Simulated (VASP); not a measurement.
Ga3Se, 4 atoms in the cell. Symmetry: Pm-3m, No. 221, cubic system. Conventional cell: a = 4.403 Å, b = 4.403 Å, c = 4.403 Å, α = 90.00°, β = 90.00°, γ = 90.00°. Se (site symmetry m-3m) has 12 Ga at 3.11 Å within 4.1 Å. Ga (site symmetry 4/mmm) has 4 Se at 3.11 Å and 8 Ga at 3.11 Å within 4.1 Å. 

* Program: VASP 6.6.1
* Task: single point
* Functional: LDA
* Potentials or basis: VASP PAW LDA potentials, release 64 (Se, Ga_d)
* Cutoff: 520 eV
* k mesh: 6 × 6 × 6
* Occupations: fermi-dirac, width 0.05 eV
* Spin: no spin polarisation
* Dipole correction: no
* Further INCAR settings: ALGO = Normal; EDIFF = 1e-06; NBANDS = 30

Potentials or basis: VASP PAW LDA potentials, release 64 (Se, Ga_d).

Command:

```bash
$ cat potpaw_LDA.64/Se/POTCAR potpaw_LDA.64/Ga_d/POTCAR > POTCAR
$ mpirun -np 1 vasp_std > vasp.out
```

Hardware: 1 thread of Intel Xeon 8259CL (shared host).

Problem. How long does it take, and how much memory?

Solution. Wall time 46 s on 1 thread of Intel Xeon 8259CL, on a shared host, peak memory 0.19 GiB. Counts: scf iterations 12, k points 20.
